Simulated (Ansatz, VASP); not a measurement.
# Two plane-wave programs on TiC

```
Ti C
1.0
     0.00000    2.16635    2.16635
     2.16635    0.00000    2.16635
     2.16635    2.16635    0.00000
Ti C
1 1
Direct
  0.00000 0.00000 0.00000
  0.50000 0.50000 0.50000
```

Change from the starting cell: volume scaled by 1, to set the pressure.

Alike in both runs: task single point; functional PBE; k mesh 15 × 15 × 15; occupations fermi-dirac, width 0.05 eV; no spin polarisation.

|  | VASP | Ansatz |
| --- | --- | --- |
| version | VASP 6.6.1 | Ansatz 0.2.0 |
| potentials or method | VASP PAW PBE potentials, release 64 (Ti_sv, C) | PAW with Ansatz's default frozen-core files, scalar-relativistic |
| plane-wave cutoff (eV) | 520 | 420 |
| valence electrons in the cell | 16 | 16 |

Ansatz gave:

- pressure (GPa): 0.0

**Question.** Which values does VASP return?

**Answer.** Pressure (GPa): 0.2.

The functional is the same, so the differences come from potentials, cutoffs and numerics.
